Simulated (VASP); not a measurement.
# H3C2 in VASP: a series of runs, part 2 of 3

VASP 6.6.1.

## (3) Single point, PBE+D3(BJ)

Contents of INCAR:

```
SYSTEM = H3C2
PREC = Accurate
ENCUT = 520
EDIFF = 1E-6
ISMEAR = -1
SIGMA = 0.05
LREAL = .FALSE.
LASPH = .TRUE.
NELM = 120
ALGO = Normal
ISIF = 2
LWAVE = .FALSE.
LCHARG = .FALSE.
GGA = PE
IVDW = 12
NBANDS = 54
GGA_COMPAT = .FALSE.
```

Contents of KPOINTS:

```
regular mesh
0
G
  1 1 1
  0 0 0
```

Contents of POSCAR:

```
H3C2
1.0
    7.6970020000      0.0000000000      0.0000000000
    0.0000000000      7.6970020000      0.0000000000
    0.0000000000      0.0000000000      7.6970020000
C H
12 18
Direct
    0.0362348873      0.7954785513      0.8531763406
    0.0557489786      0.7620759355      0.6998698974
    0.1881122026      0.4325060589      0.9490578280
    0.0831882335      0.3203455060      0.9035206175
    0.7481354429      0.5409508793      0.0473690925
    0.7819538049      0.5610626059      0.2038326091
    0.5106014004      0.6484992468      0.5317135165
    0.4775495706      0.7977651558      0.4484473305
    0.6164478066      0.0818110740      0.8152784682
    0.4503051968      0.0679095575      0.8531503565
   -0.0903468649      0.0676757002      0.2861113977
    0.0856567271      0.0827724873      0.3164998528
    0.1016239829      0.7493047293      0.5740157012
    0.0217487276      0.8286473097      0.9811872207
   -0.0243991102      0.2481355728      0.8458747964
    0.2719110636      0.5153824827      1.0249185332
    0.7966738218      0.5913211404      0.3428217896
    0.7571259563      0.5191241993     -0.0959464477
    0.5110301387      0.5185915243      0.4617901879
    0.5634531471      0.6381445659      0.6660515354
    0.4381706020      0.8091721946      0.3096140549
    0.4799920800      0.9118225512      0.5361308208
    0.6297776719      0.1668831579      0.7037545268
    0.6976482532     -0.0124723886      0.8915029514
    0.3476288560      0.1387293390      0.7929710815
    0.3792385659     -0.0280758664      0.9402751877
   -0.1524619586      0.1672989042      0.2018448222
   -0.1730803760     -0.0341821400      0.3346627687
    0.1791086971      0.1862153602      0.2744705016
    0.1506170844     -0.0389372382      0.3626736748
```

Potentials or basis: VASP PAW PBE potentials, release 64 (C, H).

On the command line:

```console
$ cat potpaw_PBE.64/C/POTCAR potpaw_PBE.64/H/POTCAR > POTCAR
$ mpirun -np 1 vasp_gam > vasp.out
```

OUTCAR:

```text
SYSTEM = H3C2
   PREC = Accurate
   ENCUT = 520
   EDIFF = 1E-6
   ISMEAR = -1
   LREAL = .FALSE.
   LASPH = .TRUE.
   NELM = 120
   ISIF = 2
   GGA = PE
   IVDW = 12
 IVDW          = 12

 ion  position               nearest neighbor table
   1  0.036  0.795  0.853-  14 1.02   2 1.22
   2  0.056  0.762  0.700-  13 1.04   1 1.22
   3  0.188  0.433  0.949-  16 1.08   4 1.23
   4  0.083  0.320  0.904-  15 1.09   3 1.23
[... 307 lines left out ...]
  -------------------------------------------------------------------------------------
  Total      -4.20932    -4.25190    -7.81981    -3.55271    -0.70620    -4.07572
  in kB     -14.78965   -14.93924   -27.47528   -12.48262    -2.48126   -14.32024
  external pressure =      -19.07 kB  Pullay stress =        0.00 kB

 VOLUME and BASIS-vectors are now :
 -----------------------------------------------------------------------------
  energy-cutoff  :      520.00
  volume of cell :      456.00
      direct lattice vectors                 reciprocal lattice vectors
     7.697002000  0.000000000  0.000000000     0.129920715  0.000000000  0.000000000
     0.000000000  7.697002000  0.000000000     0.000000000  0.129920715  0.000000000
     0.000000000  0.000000000  7.697002000     0.000000000  0.000000000  0.129920715

 POSITION                                       TOTAL-FORCE (eV/Angst)
 -----------------------------------------------------------------------------------
      0.27890      6.12280      6.56690         0.303299     -0.505783     -2.934655
      0.42910      5.86570      5.38690        -0.243772      0.690270      2.325939
      1.44790      3.32900      7.30490        -1.286034     -1.653505      0.085555
      0.64030      2.46570      6.95440         0.692718      1.461158      0.058494
      5.75840      4.16370      0.36460         1.019988      0.112250      1.268066
      6.01870      4.31850      1.56890        -0.666444      0.004446     -1.806700
[... 22 lines left out ...]
      1.37860      1.43330      2.11260        -1.065319     -0.461557     -0.003417
      1.15930      7.39730      2.79150        -0.181171      0.918133      0.409896
 -----------------------------------------------------------------------------------
    total drift:                                0.000173     -0.000089     -0.000320

  FREE ENERGIE OF THE ION-ELECTRON SYSTEM (eV)
  ---------------------------------------------------
  free  energy   TOTEN  =      -164.5740742337 eV

  energy  without entropy=     -164.5740742337  energy(sigma->0) =     -164.57407423
```

OSZICAR:

```text
N       E                     dE             d eps       ncg     rms          rms(c)
DAV:   1     0.404014180633E+03    0.40401E+03   -0.29691E+04   108   0.103E+03
DAV:   2    -0.119152056234E+03   -0.52317E+03   -0.50372E+03   144   0.226E+02
DAV:   3    -0.181607392128E+03   -0.62455E+02   -0.62052E+02   128   0.814E+01
DAV:   4    -0.183470176328E+03   -0.18628E+01   -0.18582E+01   136   0.171E+01
DAV:   5    -0.183518256998E+03   -0.48081E-01   -0.48072E-01   144   0.258E+00    0.223E+01
DAV:   6    -0.166603770386E+03    0.16914E+02   -0.26588E+01   114   0.163E+01    0.115E+01
DAV:   7    -0.163617378439E+03    0.29864E+01   -0.10804E+01   136   0.105E+01    0.505E+00
DAV:   8    -0.163444397454E+03    0.17298E+00   -0.10734E+00   136   0.347E+00    0.845E-01
DAV:   9    -0.163408046455E+03    0.36351E-01   -0.15969E-01   128   0.135E+00    0.406E-01
DAV:  10    -0.163415167898E+03   -0.71214E-02   -0.18403E-02   120   0.503E-01    0.226E-01
DAV:  11    -0.163417096779E+03   -0.19289E-02   -0.47091E-03   120   0.315E-01    0.742E-02
DAV:  12    -0.163416998129E+03    0.98650E-04   -0.80052E-04   136   0.125E-01    0.404E-02
DAV:  13    -0.163416962422E+03    0.35707E-04   -0.22879E-04   120   0.770E-02    0.185E-02
DAV:  14    -0.163416949675E+03    0.12747E-04   -0.45119E-05   136   0.299E-02    0.947E-03
DAV:  15    -0.163416948892E+03    0.78315E-06   -0.84443E-06   120   0.145E-02
   1 F= -.16457407E+03 E0= -.16457407E+03  d E =-.433008E-10
```

stdout:

```text
POSCAR found type information on POSCAR C H
 POSCAR found :  2 types and      30 ions
 scaLAPACK will be used
 -----------------------------------------------------------------------------
|                                                                             |
|                                                                             |
|     You have a (more or less) 'large supercell' and for larger cells it     |
|     might be more efficient to use real-space projection operators.         |
|     Therefore, try LREAL= Auto in the INCAR file.                           |
|     Mind: For very accurate calculation, you might also keep the            |
|     reciprocal projection scheme (i.e. LREAL=.FALSE.).                      |
|                                                                             |
 -----------------------------------------------------------------------------

 LDA part: xc-table for (Slater+PW92), standard interpolation
 POSCAR, INCAR and KPOINTS ok, starting setup
 FFT: planning ... GRIDC
 FFT: planning ... GRID_SOFT
 FFT: planning ... GRID
 WAVECAR not read
 entering main loop
```

Wall time 51 s (1 thread of Intel Xeon 6975P-C, shared host); peak memory 0.45 GiB.

Results:

```yaml
Free_energy: -164.5741 eV
Pressure: -1.9 GPa
Largest_force: 3.186 eV/Å
Band_gap_on_the_k_mesh: 4.71 eV
Dispersion_energy_per_atom: -0.039 eV
```

Forces in eV/Å, atoms in the order of the input:
```
C    0.303 -0.506 -2.935
C   -0.244  0.690  2.326
C   -1.286 -1.654  0.086
C    0.693  1.461  0.058
C    1.020  0.112  1.268
C   -0.666  0.004 -1.807
C    0.692 -1.530 -0.769
C   -0.272  0.118  0.815
C   -0.331 -1.181  0.868
C   -2.511 -1.516  1.245
C    2.141  1.912 -0.729
C   -0.969 -1.605 -0.480
H    0.261 -0.363 -1.448
H   -0.395  0.407  2.013
H    0.675  0.080  0.282
H    0.035 -0.090 -0.417
H   -0.121 -0.296 -0.993
H   -0.306  0.234  1.527
H   -0.154  1.035  0.477
H   -0.608  0.426 -0.481
H    0.236 -0.117  0.785
H    0.016  0.050 -0.811
H    1.492  0.113  0.013
H    0.456  1.075 -1.158
H   -0.285  0.849 -0.783
H    1.333  0.611 -0.155
H   -0.006 -0.213  0.712
H    0.048 -0.564  0.082
H   -1.065 -0.462 -0.003
H   -0.181  0.918  0.410
```

Levels at points of the mesh, in eV from the valence-band top:
```csv
k point,band 30,band 31,band 32,band 33,band 34,band 35,band 36,band 37
"(0.00, 0.00, 0.00)",-0.46,-0.28,-0.12,0.00,4.71,4.81,5.18,5.36
```

Caveat: the k points lie up to 0.82 Å⁻¹ apart.

## (4) Single point, PBE+D3(BJ)

Contents of INCAR:

```
PREC = Accurate
ENCUT = 520
EDIFF = 1E-6
ISMEAR = -1
SIGMA = 0.05
LREAL = False
LASPH = True
NELM = 120
ALGO = Normal
ISIF = 2
LWAVE = False
LCHARG = False
GGA = PE
IVDW = 12
NBANDS = 54
GGA_COMPAT = False
```

Contents of KPOINTS:

```
Automatic mesh
0
Gamma
  1 1 1
```

Contents of POSCAR:

```
H3C2
1.0
    7.6970020000      0.0000000000      0.0000000000
    0.0000000000      7.6970020000      0.0000000000
    0.0000000000      0.0000000000      7.6970020000
C H
12 18
Direct
    0.0035338434      0.7954135909      0.8160320083
    0.0107444431      0.7573468215      0.6622058822
    0.1763283938      0.3989605303      0.9586199926
    0.0412108507      0.3193061402      0.9531113543
    0.7492137848      0.5388461637      0.0817850898
    0.7738207681      0.5745873523      0.2320254042
    0.4878003150      0.6383004708      0.5225411141
    0.3843054737      0.7673767007      0.4779133486
    0.6295438146      0.0539170966      0.8280106982
    0.4650901741      0.0080291002      0.8733790117
   -0.1110302427      0.0684422324      0.2499284786
    0.0469533463      0.1164739206      0.3084837447
    0.0257762698      0.6928541788      0.5469402243
    0.0088476007      0.8434452791      0.9425877764
   -0.0541639459      0.2370793200      0.9036245541
    0.2882031212      0.4775105944      0.9899438768
    0.7718459733      0.6350524529      0.3637390246
    0.7530334538      0.4920747065     -0.0505391580
    0.5016498632      0.5216576532      0.4514874753
    0.5721968112      0.6697802599      0.6304272755
    0.3079250856      0.7395346916      0.3541378838
    0.3522540335      0.8790695390      0.5536701173
    0.6596854204      0.1315836997      0.7039883840
    0.7344158154      0.0441340667      0.9308169596
    0.3368844129      0.0246199754      0.8110170687
    0.4377548557     -0.0632583959      0.9889045111
   -0.1930361977      0.1523190458      0.1757697348
   -0.1845653671     -0.0312719160      0.3118876674
    0.0967649482      0.2408080445      0.2555280614
    0.1246069574      0.0306742807      0.3744055153
```

On the command line:

```console
$ cat potpaw_PBE.64/C/POTCAR potpaw_PBE.64/H/POTCAR > POTCAR
$ mpirun -np 1 vasp_gam > vasp.out
```

Wall time 53 s (1 thread of Intel Xeon 6975P-C, shared host); peak memory 0.45 GiB.

Results (log left out):

* Free energy: -164.5869 eV
* Pressure: 0.5 GPa
* Largest force: 3.740 eV/Å
* Band gap on the k mesh: 4.88 eV
* Dispersion energy per atom: -0.039 eV

Forces on the atoms (eV/Å):
```
C    0.184 -0.322 -2.310
C   -0.250  0.769  3.142
C    0.484  0.532  0.519
C    1.110  0.325 -0.660
C    0.179 -0.533 -1.027
C   -0.242  1.237  1.927
C    0.678  1.406  1.246
C   -1.729 -1.308 -2.558
C   -0.713  1.058  0.051
C    0.436  0.220 -0.669
C    0.520  0.626  1.412
C   -1.983  1.704 -2.674
H    0.149 -0.772 -1.936
H   -0.128  0.368  1.177
H   -1.054 -0.697 -0.096
H   -0.177 -0.166 -0.185
H    0.144 -0.798 -1.321
H   -0.211  0.266  0.337
H    0.155 -0.909 -0.588
H    0.333 -0.644  0.621
H    0.256  0.732  1.051
H    0.268  0.687  0.259
H   -0.276 -0.945  1.315
H   -0.745 -0.297 -1.154
H    0.806  0.351 -0.726
H    0.393 -0.381  1.188
H   -0.191  0.719 -0.538
H   -0.110 -1.262  0.068
H    0.238 -0.638  0.414
H    1.475 -1.331  1.715
```

Stress tensor (GPa, compression positive):
```
-0.19 -0.96  0.30
-0.96  1.15 -0.48
 0.30 -0.48  0.51
```

Levels at points of the mesh, in eV from the valence-band top:
```
           k point  band 31  band 32  band 33  band 34  band 35  band 36
(0.00, 0.00, 0.00)    -0.25    -0.10     0.00     4.88     4.97     5.15
```

Caveat: the k points lie up to 0.82 Å⁻¹ apart.

(Part 2 of 3 ends here.)
